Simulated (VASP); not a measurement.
**Mo: single point with LDA**

Crystal: Mo.

```xyz
1
Lattice="2.6945 0.0000 0.0000 -1.3472 2.3335 0.0000 0.0000 0.0000 2.5169" Properties=species:S:1:pos:R:3 pbc="T T T"
Mo    0.0000    0.0000    1.2584
```

This cell differs from its parent crystal: strain -0.015 along x and y, -0.015 along z.

```
Program             : VASP 6.6.1
Task                : single point
Functional          : LDA
Potentials or basis : VASP PAW LDA potentials, release 64 (Mo_sv)
Cutoff              : 520 eV
k mesh              : 18 × 18 × 18
Occupations         : gaussian, width 0.15 eV
Spin                : no spin polarisation
```

The pressure is 3.3 GPa and the band gap on the k mesh is zero (bands 7 and 8 overlap by 1.98 eV).

Stress tensor (GPa, compression positive):
```
 6.06  0.00  0.00
 0.00  6.06  0.00
 0.00  0.00 -2.33
```

Levels at points of the mesh, in eV from the Fermi level:
```csv
k point,band 3,band 4,band 5,band 6,band 7,band 8,band 9,band 10,band 11,band 12
"(0.00, 0.00, 0.00)",-34.02,-33.95,-6.88,-4.53,-0.96,-0.96,4.41,4.41,13.08,16.15
"(0.50, 0.00, 0.00)",-34.39,-33.77,-5.17,-3.22,1.02,1.27,3.68,4.75,10.79,13.83
"(0.00, 0.00, 0.50)",-33.84,-33.84,-3.78,-0.09,-0.09,0.17,0.85,0.85,10.75,16.23
"(0.50, 0.00, 0.50)",-35.33,-34.19,-5.66,-3.58,-0.51,5.12,6.51,6.63,7.69,16.67
```

Run time: 19 s on 1 thread of AMD EPYC 9R45 96-Core Processor (Zen 5), on a shared host, peak memory 0.14 GiB.

Caveat: the cell differs from its parent crystal (strain -0.015 along x and y, -0.015 along z); the cell stands under pressure.
